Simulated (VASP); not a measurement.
# Tl12Br11 (a cell with a defect) in VASP: single point with PBE

Aim: the single point of Tl12Br11 (a cell with a defect) with PBE.

Everything below comes from runs of VASP 6.6.1. Logs are shortened: lines on timing, memory, paths and dates and some standing lists are left out, and cuts for length are marked.

## Step 1: The cell of the first run

The cell holds a defect, 23 atoms: a = 9.092 Å, b = 12.445 Å, c = 9.944 Å, α = 90.00°, β = 90.00°, γ = 133.19°.

## Step 2: Single point, PBE

Input file INCAR:

```
SYSTEM = Tl12Br11
PREC = Accurate
ENCUT = 520
EDIFF = 1E-7
ISMEAR = -1
SIGMA = 0.01
LREAL = Auto
LASPH = .TRUE.
NELM = 100
ALGO = Normal
ISIF = 2
LWAVE = .FALSE.
LCHARG = .TRUE.
GGA = PE
LELF = .TRUE.
LVHAR = .TRUE.
NBANDS = 134
NELECT = 232.0
```

Input file KPOINTS:

```
regular mesh
0
G
  3 3 2
  0 0 0
```

Input file POSCAR:

```
Tl12Br11
1.0
    6.6292610085     -6.2222708063      0.0000000000
    0.0000000000     12.4445416126      0.0000000000
    0.0000000000      0.0000000000      9.9435164400
Tl Br
12 11
Direct
    0.3333333333      0.2886417415      0.3771480819
    0.3333333333      0.2886417415      0.8728519181
    0.6744164604      0.9485259057      0.3829751924
    0.6744164604      0.9485259057      0.8670248076
   -0.0077497937      0.6074427787      0.3829751924
   -0.0077497937      0.6074427787      0.8670248076
    0.3333333333      0.0759071368      0.1250000000
    0.3333333333      0.0512479478      0.6250000000
    0.6741106781      0.7193171403      0.1250000000
    0.6691794255      0.7186366432      0.6250000000
   -0.0074440115      0.3785397955      0.1250000000
   -0.0025127588      0.3827905510      0.6250000000
    0.3333333333      0.7989761024      0.6250000000
    0.6642462079      0.4629035626      0.1250000000
    0.6778500680      0.4690831244      0.6250000000
    0.0024204588      0.1319906880      0.1250000000
   -0.0111834013      0.1245663897      0.6250000000
    0.3333333333      0.5392247054      0.3754571216
    0.3333333333      0.5392247054      0.8745428784
    0.6616268208      0.1928869910      0.3699906043
    0.6616268208      0.1928869910      0.8800093957
    0.0050398459      0.8645935036      0.3699906043
    0.0050398459      0.8645935036      0.8800093957
```

Potentials or basis: VASP PAW PBE potentials, release 64 (Tl_d, Br).

The run is started by

```sh
$ cat potpaw_PBE.64/Tl_d/POTCAR potpaw_PBE.64/Br/POTCAR > POTCAR
$ mpirun -np 1 vasp_std > vasp.out
```

OUTCAR:

```text
SYSTEM = Tl12Br11
   PREC = Accurate
   ENCUT = 520
   EDIFF = 1E-7
   ISMEAR = -1
   LREAL = Auto
   LASPH = .TRUE.
   NELM = 100
   ISIF = 2
   GGA = PE
   NELECT = 232.0

 ion  position               nearest neighbor table
   1  0.333  0.289  0.377-  18 3.12  16 3.33  14 3.33  17 3.36  15 3.36   7 3.65   8 3.85
   2  0.333  0.289  0.873-  19 3.12  16 3.33  14 3.33  17 3.36  15 3.36   7 3.65   8 3.85
   3  0.674  0.949  0.383-  20 3.12  17 3.19  13 3.31  16 3.37  10 3.71   9 3.83
   4  0.674  0.949  0.867-  21 3.12  17 3.19  13 3.31  16 3.37  10 3.71   9 3.83
   5  0.992  0.607  0.383-  22 3.12  15 3.19  13 3.31  14 3.37  12 3.71  11 3.83
   6  0.992  0.607  0.867-  23 3.12  15 3.19  13 3.31  14 3.37  12 3.71  11 3.83
   7  0.333  0.076  0.125-  22 3.32  23 3.32  20 3.32  21 3.32   1 3.65   2 3.65
   8  0.333  0.051  0.625-  13 3.14  22 3.35  23 3.35  20 3.35  21 3.35   2 3.85   1 3.85
   9  0.674  0.719  0.125-  14 3.13  22 3.29  23 3.29  18 3.36  19 3.36   4 3.83   3 3.83
  10  0.669  0.719  0.625-  15 3.16  18 3.34  19 3.34  22 3.39  23 3.39   4 3.71   3 3.71
  11  0.993  0.379  0.125-  16 3.13  20 3.29  21 3.29  18 3.36  19 3.36   6 3.83   5 3.83
  12  0.997  0.383  0.625-  17 3.16  18 3.34  19 3.34  20 3.39  21 3.39   6 3.71   5 3.71
  13  0.333  0.799  0.625-   8 3.14   6 3.31   5 3.31   4 3.31   3 3.31
  14  0.664  0.463  0.125-   9 3.13   2 3.33   1 3.33   6 3.37   5 3.37
  15  0.678  0.469  0.625-  10 3.16   6 3.19   5 3.19   2 3.36   1 3.36
  16  0.002  0.132  0.125-  11 3.13   2 3.33   1 3.33   4 3.37   3 3.37
  17  0.989  0.125  0.625-  12 3.16   4 3.19   3 3.19   2 3.36   1 3.36
  18  0.333  0.539  0.375-   1 3.12  12 3.34  10 3.34  11 3.36   9 3.36
  19  0.333  0.539  0.875-   2 3.12  12 3.34  10 3.34  11 3.36   9 3.36
  20  0.662  0.193  0.370-   3 3.12  11 3.29   7 3.32   8 3.35  12 3.39
  21  0.662  0.193  0.880-   4 3.12  11 3.29   7 3.32   8 3.35  12 3.39
  22  0.005  0.865  0.370-   5 3.12   9 3.29   7 3.32   8 3.35  10 3.39
  23  0.005  0.865  0.880-   6 3.12   9 3.29   7 3.32   8 3.35  10 3.39

  LATTYP: Found a base centered orthorhombic cell.
 ALAT       =    12.4445416126
 B/A-ratio  =     1.0654086289
 C/A-ratio  =     0.7990263321

  Lattice vectors:

 A1 = (   6.6292610085,   6.2222708063,   0.0000000000)
 A2 = (  -6.6292610085,   6.2222708063,   0.0000000000)
 A3 = (   0.0000000000,   0.0000000000,   9.9435164400)

Analysis of symmetry for initial positions (statically):
=====================================================================
 Subroutine PRICEL returns:
 Original cell was already a primitive cell.

 Routine SETGRP: Setting up the symmetry group for a
 base centered orthorhombic supercell.

 Subroutine GETGRP returns: Found  4 space group operations
 (whereof  1 operations were pure point group operations)
 out of a pool of  8 trial point group operations.

The static configuration has the point symmetry C_1 .
 The point group associated with its full space group is C_2v.

Analysis of symmetry for dynamics (positions and initial velocities):
[... 146 lines left out ...]
   TEBEG  =    0.0;   TEEND  =   0.0 temperature during run
   PSTRESS=    0.0 pullay stress
   NELECT =     232.0000    total number of electrons
   NUPDOWN=      -1.0000    fix difference up-down
   EMIN   =  10.00;   EMAX   =-10.00  energy-range for DOS
   EFERMI =   0.00;   METHOD = LEGACY
   ISMEAR =    -1;   SIGMA  =   0.01  broadening in eV -4-tet -1-fermi 0-gaus
   EFERMI_NEDOS =   21; number of points for ismear=-14 and -15
   IALGO  =     38    algorithm
   IMIX   =      4    mixing-type and parameters
     AMIX     =   0.40;   BMIX     =  1.00
     AMIX_MAG =   1.60;   BMIX_MAG =  1.00
  volume/ion in A,a.u.               =      35.67       240.69
  Fermi-wavevector in a.u.,A,eV,Ry     =   1.074590  2.030681 15.711243  1.154744
  Thomas-Fermi vector in A             =   2.210423
   LORBIT       =      0    0 simple, 1 ext, 2 COOP (PROOUT), +10 PAW based schemes
   GGA     = PE    functional components
[... 5 lines left out ...]
 non-spin polarized calculation
  energy-cutoff  :      520.00
  volume of cell :      820.32
 maximum number of plane-waves:     22122
 NGX is ok and might be reduce to    70
   NGX = 33   NGY = 47   NGZ = 37

 number of electron     231.9999996 magnetization

 Free energy of the ion-electron system (eV)
  ---------------------------------------------------
  ext. energy  EPLUGINS =         0.00000000
  ---------------------------------------------------
  free energy    TOTEN  =       -66.41138856 eV

  energy without entropy =      -66.41138856  energy(sigma->0) =      -66.41138856

 E-fermi :   1.6948     XC(G=0):  -8.2455

 val. band max:        1.4501011859   @ k =   0.3333   0.3333   0.0000
 cond. band min:       3.5611233223   @ k =   0.3333   0.0000   0.0000
 fundamental gap:      2.1110221364
 Fermi energy:         1.6947945709

 k-point     1 :       0.0000    0.0000    0.0000
  band No.  band energies     occupation
      1     -12.1866      2.00000
      2     -12.1208      2.00000
      3     -12.0298      2.00000
      4     -11.9514      2.00000
      5     -11.9337      2.00000
      6     -11.9050      2.00000
[... 1037 lines left out ...]
    127       5.2766      0.00000
    128       5.2781      0.00000
 [bands above 128 left out]

------------------------ aborting loop because EDIFF is reached ----------------------------------------

  FORCE on cell =-STRESS in cart. coord.  units (eV):
  Direction    XX          YY          ZZ          XY          YZ          ZX
  --------------------------------------------------------------------------------------
  -------------------------------------------------------------------------------------
  Total       -3.3916664     -2.2121702     -2.6613011      0.0000000      0.0000000      0.0000000
  in kB       -6.6242955     -4.3206103     -5.1978122      0.0000000      0.0000000      0.0000000
  external PRESSURE =      -5.3809060 kB  Pullay stress =       0.0000000 kB

 VOLUME and BASIS-vectors are now :
 -----------------------------------------------------------------------------
  energy-cutoff  :      520.00
  volume of cell :      820.32
      direct lattice vectors                 reciprocal lattice vectors
     6.629261009 -6.222270806  0.000000000     0.150846376  0.000000000  0.000000000
     0.000000000 12.444541613  0.000000000     0.075423188  0.080356515  0.000000000
     0.000000000  0.000000000  9.943516440     0.000000000  0.000000000  0.100568044

 POSITION                                       TOTAL-FORCE (eV/Angst)
 -----------------------------------------------------------------------------------
      2.20975      1.51792      3.75018        -0.000000      0.000116      0.019834
      2.20975      1.51792      8.67922        -0.000000      0.000116     -0.019834
      4.47088      7.60757      3.80812        -0.004636      0.004826     -0.002144
      4.47088      7.60757      8.62128        -0.004636      0.004826      0.002144
      6.57789      1.38530      3.80812         0.004636      0.004826     -0.002144
      6.57789      1.38530      8.62128         0.004636      0.004826      0.002144
[... 15 lines left out ...]
      0.03341     10.72811      3.67901        -0.001730     -0.003503      0.005010
      0.03341     10.72811      8.75039        -0.001730     -0.003503     -0.005010
 -----------------------------------------------------------------------------------
    total drift:                                0.000002     -0.003154     -0.000000

  FREE ENERGIE OF THE ION-ELECTRON SYSTEM (eV)
  ---------------------------------------------------
  free  energy   TOTEN  =       -66.4113885586 eV

  energy  without entropy=      -66.4113885586  energy(sigma->0) =      -66.41138856
```

Wall time 24 min (1 thread of Intel Xeon 6975P-C (Granite Rapids), shared host); peak memory 1.3 GiB.

What came out:

```yaml
Free_energy: -66.4114 eV
Largest_force: 0.020 eV/Å
```

Forces in eV/Å, atoms in the order of the input:
```
Tl   0.000  0.000  0.020
Tl   0.000  0.000 -0.020
Tl  -0.005  0.005 -0.002
Tl  -0.005  0.005  0.002
Tl   0.005  0.005 -0.002
Tl   0.005  0.005  0.002
Tl   0.000  0.003  0.000
Tl   0.000  0.013  0.000
Tl   0.009  0.001  0.000
Tl   0.015  0.003  0.000
Tl  -0.009  0.001  0.000
Tl  -0.015  0.003  0.000
Br   0.000  0.002  0.000
Br   0.012 -0.004  0.000
Br   0.006 -0.013  0.000
Br  -0.012 -0.004  0.000
Br  -0.006 -0.013  0.000
Br   0.000  0.001 -0.011
Br   0.000  0.001  0.011
Br   0.002 -0.004  0.005
Br   0.002 -0.004 -0.005
Br  -0.002 -0.004  0.005
Br  -0.002 -0.004 -0.005
```

Levels at points of the mesh, in eV from the Fermi level:
```csv
k point,band 113,band 114,band 115,band 116,band 117,band 118,band 119,band 120
"(0.00, 0.00, 0.00)",-0.54,-0.54,-0.51,-0.27,2.58,2.72,2.97,3.10
"(0.00, 0.00, 0.50)",-0.71,-0.68,-0.63,-0.56,2.43,2.70,2.71,2.73
```

Caveat: the cell carries a net charge on a neutralising background, which shifts energy and pressure; the cell is charged against a uniform background, so pressure and absolute levels hang on convention; spin-orbit coupling is left out, which moves the levels of the heavy elements.
